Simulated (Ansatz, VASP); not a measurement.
**Two plane-wave programs on LiSe6**

File INCAR:

```
SYSTEM = LiSe6
ALGO = Normal
EDIFF = 1E-6
EDIFFG = -0.04
ENCUT = 600
GGA = PE
IBRION = 2
ISIF = 3
ISMEAR = 0
LASPH = .TRUE.
LCHARG = .FALSE.
LREAL = .FALSE.
LWAVE = .FALSE.
NELM = 80
NSW = 90
PREC = Accurate
SIGMA = 0.1
```

The input KPOINTS:

```
k-points
0
G
  3 3 4
  0 0 0
```

File POSCAR:

```
LiSe6
1.0
    5.8424961400      0.0000000000      0.0000000000
   -2.9212480700      5.0597500800      0.0000000000
    0.0000000000      0.0000000000      4.9506730800
Li Se
1 6
Direct
    0.0000000000      0.0000000000      0.0000000000
    0.0000000000      0.3336124100      0.5000000000
    0.6663875900      0.6663875900      0.5000000000
    0.3336124100      0.0000000000      0.5000000000
    0.0000000000      0.6663875900      0.5000000000
    0.3336124100      0.3336124100      0.5000000000
    0.6663875900      0.0000000000      0.5000000000
```

Input for Ansatz:

```yaml
crystal:
  lattice:
    - [5.84249614, 0.0, 0.0]
    - [-2.92124807, 5.05975008, 0.0]
    - [0.0, 0.0, 4.95067308]
  atoms:
    - { symbol: Li, position: [0.0, 0.0, 0.0] }
    - { symbol: Se, position: [0.0, 0.33361241, 0.5] }
    - { symbol: Se, position: [0.66638759, 0.66638759, 0.5] }
    - { symbol: Se, position: [0.33361241, 0.0, 0.5] }
    - { symbol: Se, position: [0.0, 0.66638759, 0.5] }
    - { symbol: Se, position: [0.33361241, 0.33361241, 0.5] }
    - { symbol: Se, position: [0.66638759, 0.0, 0.5] }
basis:
  ecutwfc: 420
kpoints:
  mp_grid: { grid: [3, 3, 4] }
hamiltonian:
  xc: pbe
scf:
  occupations: { method: gaussian, width: 0.1 }
  lower_state_search: "off"
output:
  forces: true
  stress: true
  eigenvalues: true
relax:
  adjacent_minimum: "off"
  f_tol: 0.04
  max_steps: 70
  cell: { stress_tol: 0.4 }
```

Change from the starting cell: species swapped into the LiC6 type (P6/mmm, No. 191).

Alike in both runs: task relaxation of cell and atoms; functional PBE; k mesh 3 × 3 × 4; occupations gaussian, width 0.1 eV; no spin polarisation.

|  | VASP | Ansatz |
| --- | --- | --- |
| version | VASP 6.6.1 | Ansatz 0.2.0 |
| potentials or method | VASP PAW PBE potentials, release 64 (Li_sv, Se), cutoff 600 eV | scalar-relativistic, plane waves, PAW |
| valence electrons in the cell | 39 | 99 |

```tsv
	VASP	Ansatz	Ansatz less VASP
gap on the k mesh at the Fermi level, each at its own relaxed structure (eV)	none	none	-
relaxed volume (Å³/atom)	32.67	32.83	+0.154
relaxed cell length with the largest relative difference (Å)	4.101	4.063	-0.0382
```

A gap of «none» marks a metal or a gap that the smearing closes. VASP's potentials hold 39 valence electrons a cell and Ansatz's 99, so a difference there can come from the potentials and not from the codes.

The k mesh is coarse, so the values compare programs but aren't converged. Noted on VASP's run: the cutoff is short for stress, so the pressure is rough; the volume moved by over 15 % at a fixed basis, so the end points are rough.
